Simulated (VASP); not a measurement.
Set up this calculation in VASP 6.6.1, as the native input.

* Task: single point
* Functional: LDA
* Potentials or basis: VASP PAW LDA potentials, release 64 (Co, Ti_sv)
* Cutoff: 520 eV
* k mesh: 7 × 7 × 7
* Occupations: gaussian, width 0.05 eV
* Spin: collinear spin, ferromagnetic start
* Starting moments: [2.0, 1.0] μB
* Dipole correction: no
* Further INCAR settings: ALGO = Normal; EDIFF = 1e-06; NBANDS = 22

The structure of TiCo lies in POSCAR:

```
TiCo
1.0
    2.9861109900      0.0000000000      0.0000000000
    0.0000000000      2.9861109900      0.0000000000
    0.0000000000      0.0000000000      2.9861109900
Co Ti
1 1
Direct
    0.5055210000      0.5022710000      0.4966010000
    0.0047930000     -0.0085480000     -0.0036040000
```

These files were run (other wordings do the same):

INCAR

```
ALGO = Normal
EDIFF = 1E-6
ENCUT = 520
ISIF = 2
ISMEAR = 0
ISPIN = 2
LASPH = T
LCHARG = F
LMAXMIX = 4
LORBIT = 11
LREAL = F
LWAVE = F
MAGMOM = 2 1
NBANDS = 22
NELM = 150
PREC = Accurate
SIGMA = 0.05
```

KPOINTS

```
k-points
0
Gamma
  7 7 7
```

Potentials or basis: VASP PAW LDA potentials, release 64 (Co, Ti_sv).

The run is started by

```sh
$ cat potpaw_LDA.64/Co/POTCAR potpaw_LDA.64/Ti_sv/POTCAR > POTCAR
$ mpirun -np 1 vasp_std > vasp.out
```

It gave:

```json
{
  "Pressure": "-14.4 GPa",
  "Largest force": "0.119 eV/Å",
  "Net moment": "0.61 μB per cell",
  "Site moments": "Co +0.62; Ti -0.00 μB",
  "Valence electrons inside the program's atomic spheres": "Co 8.32; Ti 10.30"
}
```

Caveat: the cell stands under tension.

It took 83 s on 1 thread of AMD EPYC 9R45 (Zen 5), with other jobs on the host, peak memory 0.22 GiB.
